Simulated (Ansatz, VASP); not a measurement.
**One calculation of Ge, two programs**

File INCAR:

```
SYSTEM = Ge
PREC     = Accurate       ! precision mode
ENCUT    = 520            ! plane-wave cutoff, eV
EDIFF    = 1E-7           ! SCF threshold, eV
ISMEAR   = -1             ! smearing method
SIGMA    = 0.05           ! smearing width, eV
LREAL    = .FALSE.        ! projectors in reciprocal space
LASPH    = .TRUE.         ! aspherical terms in the spheres
NELM     = 150            ! most SCF steps
ALGO     = Normal         ! electronic algorithm
ISIF     = 2              ! what is computed and relaxed
LWAVE    = .FALSE.        ! write WAVECAR
LCHARG   = .FALSE.        ! write CHGCAR
MAGMOM   = 0 0 0 0 0 0    ! initial moments
LORBIT   = 11             ! projections on sites
LSORBIT  = .TRUE.         ! spin-orbit coupling
GGA_COMPAT= .FALSE.      
LORBMOM  = .TRUE.       
GGA      = PS             ! functional
NBANDS   = 40             ! bands
```

The input KPOINTS:

```
regular mesh
0
G
  8 8 8
  0 0 0
```

The input POSCAR:

```
Ge
1.0
    0.0000000000      2.8099234548      2.8099234548
    2.8099234548      0.0000000000      2.8099234548
    2.8099234548      2.8099234548      0.0000000000
Ge
2
Direct
    0.7500000000      0.7500000000      0.7500000000
    0.5000000000      0.5000000000      0.5000000000
```

The input input.yaml:

```yaml
crystal:
  lattice:
    - [0.0, 2.8099234548, 2.8099234548]
    - [2.8099234548, 0.0, 2.8099234548]
    - [2.8099234548, 2.8099234548, 0.0]
  atoms:
    - { symbol: Ge, position: [0.75, 0.75, 0.75] }
    - { symbol: Ge, position: [0.5, 0.5, 0.5] }
hamiltonian:
  xc: pbesol
  pseudopotentials: { kind: paw_fr }
magnetization:
  noncollinear: true
  spin_orbit: true
kpoints:
  mp_grid: { grid: [8, 8, 8] }
scf:
  occupations: { method: fermi_dirac, width: 0.05 }
output:
  forces: true
  stress: true
  eigenvalues: true
```

Alike in both runs: task single point; functional PBEsol; k mesh 8 × 8 × 8; occupations fermi-dirac, width 0.05 eV; non-collinear spin, spin-orbit coupling.

|  | VASP | Ansatz |
| --- | --- | --- |
| version | VASP 6.6.1 | Ansatz 0.2.0 |
| potentials or method | VASP PAW PBE potentials, release 64 (Ge_d) | Ansatz PAW |
| plane-wave cutoff (eV) | 520 | 420 |
| valence electrons in the cell | 28 | 28 |

```csv
,VASP,Ansatz,Ansatz less VASP
pressure (GPa),2.0,2.1,+0.08
net moment per atom (μB),0.00,0.00,0.000
```

VASP's potentials were made for PBE, not for PBEsol. The functional is the same, so the differences come from potentials, cutoffs and numerics.
